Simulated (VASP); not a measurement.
A run of VASP 6.6.1 is set up as follows.

File INCAR:

```
SYSTEM = AgAu4
PREC = Accurate
ENCUT = 520
EDIFF = 1E-7
ISMEAR = 0
SIGMA = 0.1
LREAL = .FALSE.
LASPH = .TRUE.
NELM = 100
ALGO = Normal
ISIF = 2
LWAVE = .FALSE.
LCHARG = .TRUE.
LDIPOL = .TRUE.
IDIPOL = 3
DIPOL = 0.5 0.5 0.507
GGA = PE
LELF = .TRUE.
LVHAR = .TRUE.
LVACPOTAV = .TRUE.
NBANDS = 36
```

File KPOINTS:

```
Automatic mesh
0
G
  12 12 1
  0 0 0
```

The input POSCAR:

```
AgAu4
1.0
    2.9402300950      0.0000000000      0.0000000000
   -1.4701150475      2.5463139552      0.0000000000
    0.0000000000      0.0000000000     26.2020634590
Au Ag
4 1
Direct
    0.6666666667      0.3333333333      0.3244019317
    0.3333333333      0.6666666667      0.4160240218
    0.0000001137     -0.0000001137      0.5065380990
    0.6668600066      0.3331399934      0.5976597524
    0.3331053650     -0.3331053650      0.6881317856
```

Potentials or basis: VASP PAW PBE potentials, release 64 (Au, Ag).

Launch:

```sh
$ cat potpaw_PBE.64/Au/POTCAR potpaw_PBE.64/Ag/POTCAR > POTCAR
$ mpirun -np 1 vasp_std > vasp.out
```

(1) Estimate the largest force.

Answers

(1) 0.082 eV/Å.
